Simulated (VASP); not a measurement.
W2Cl3, 5 atoms in the cell. It takes space group P3m1 (No. 156, trigonal). Conventional cell: a = 3.033 Å, b = 3.033 Å, c = 13.111 Å, α = 90.00°, β = 90.00°, γ = 120.00°. W (site symmetry 3m) has 3 Cl at 2.45 Å and 6 W at 3.03 Å within 3.2 Å. W (site symmetry 3m) has 6 Cl at 2.48 to 2.51 Å and 6 W at 3.03 Å within 3.3 Å. Within 3.2 Å of Cl (site symmetry 3m) lie 3 W at 2.45 Å and 6 Cl at 3.03 Å. Cl (site symmetry 3m) has 3 W at 2.48 Å and 6 Cl at 3.03 Å within 3.3 Å. Within 3.3 Å of Cl (site symmetry 3m) lie 3 W at 2.51 Å and 6 Cl at 3.03 Å.  This cell differs from its parent crystal: atoms taken out.

| Item | Value |
| --- | --- |
| Program | VASP 6.6.1 |
| Task | relaxation of cell and atoms |
| Functional | PBE |
| Potentials or basis | VASP PAW PBE potentials, release 64 (W_sv, Cl) |
| Cutoff | 600 eV |
| k mesh | 12 × 12 × 4 |
| Occupations | gaussian, width 0.1 eV |
| Spin | no spin polarisation |
| Dipole correction | no |
| Further INCAR settings | ALGO = Fast; EDIFF = 1e-06; IBRION = 2; EDIFFG = -0.01; NSW = 100; ISIF = 3 |

Potentials or basis: VASP PAW PBE potentials, release 64 (W_sv, Cl).

The run is started by

```console
$ cat potpaw_PBE.64/W_sv/POTCAR potpaw_PBE.64/Cl/POTCAR > POTCAR
$ mpirun -np 1 vasp_std > vasp.out
```

Hardware: 1 thread of AMD EPYC 9755 128-Core Processor, with other jobs on the host.

**Question.** How long does it take, and how much memory?

**Answer.** It took 56 min on 1 thread of AMD EPYC 9755 128-Core Processor (shared host), peak memory 0.36 GiB. Counts: scf iterations 187, k points 69, ion steps 25.
